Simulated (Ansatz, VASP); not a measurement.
**Zn: VASP beside Ansatz**

File INCAR:

```
ALGO = Normal
EDIFF = 1E-7
ENCUT = 520
GGA = PS
ISIF = 2
ISMEAR = -1
LASPH = True
LCHARG = False
LREAL = False
LWAVE = False
NBANDS = 12
NELM = 80
PREC = Accurate
SIGMA = 0.05
```

The input KPOINTS:

```
k-points
0
Gamma
  17 17 17
```

File POSCAR:

```
Zn
1.0
    2.5642761162      0.0000000000      0.0000000000
    0.0000000000      2.5642761162      0.0000000000
    0.0000000000      0.0000000000      2.5642761162
Zn
1
Direct
    0.0000000000      0.0000000000      0.0000000000
```

Input for Ansatz:

```yaml
crystal:
  lattice:
    - [2.5642761162, 0.0, 0.0]
    - [0.0, 2.5642761162, 0.0]
    - [0.0, 0.0, 2.5642761162]
  atoms:
    - { symbol: Zn, position: [0.0, 0.0, 0.0] }
kpoints:
  mp_grid: { grid: [17, 17, 17] }
  band_path:
    path:
      - [0.0, 0.0, 0.0]
      - [0.0, 0.5, 0.0]
      - [0.5, 0.5, 0.0]
      - [0.0, 0.0, 0.0]
      - [0.5, 0.5, 0.5]
      - [0.0, 0.5, 0.0]
      - [0.5, 0.5, 0.5]
      - [0.5, 0.5, 0.0]
    npoints: 14
scf:
  occupations: { method: fermi_dirac, width: 0.05 }
hamiltonian:
  xc: pbesol
  pseudopotentials: { kind: all_electron, lapw: { basis_error: 0.001 } }
output:
  forces: true
  stress: true
  eigenvalues: true
  populations: true
  dos: { projected: true, de: 0.2, e_range: [-14, 8] }
```

Alike in both runs: task single point; functional PBEsol; k mesh 17 × 17 × 17; occupations fermi-dirac, width 0.05 eV; no spin polarisation.

|  | VASP | Ansatz |
| --- | --- | --- |
| version | VASP 6.6.1 | Ansatz 0.2.0 |
| potentials or method | VASP PAW PBE potentials, release 64 (Zn), cutoff 520 eV | all-electron LAPW, scalar-relativistic |

Ansatz gave:

| Property | Result |
| --- | --- |
| pressure (GPa) | 0.0 |

**Question.** Estimate VASP's values.

**Answer.** Pressure (GPa): 0.3.

VASP's potentials were made for PBE, not for PBEsol. Ansatz ran all-electron here, and VASP with PAW potentials.
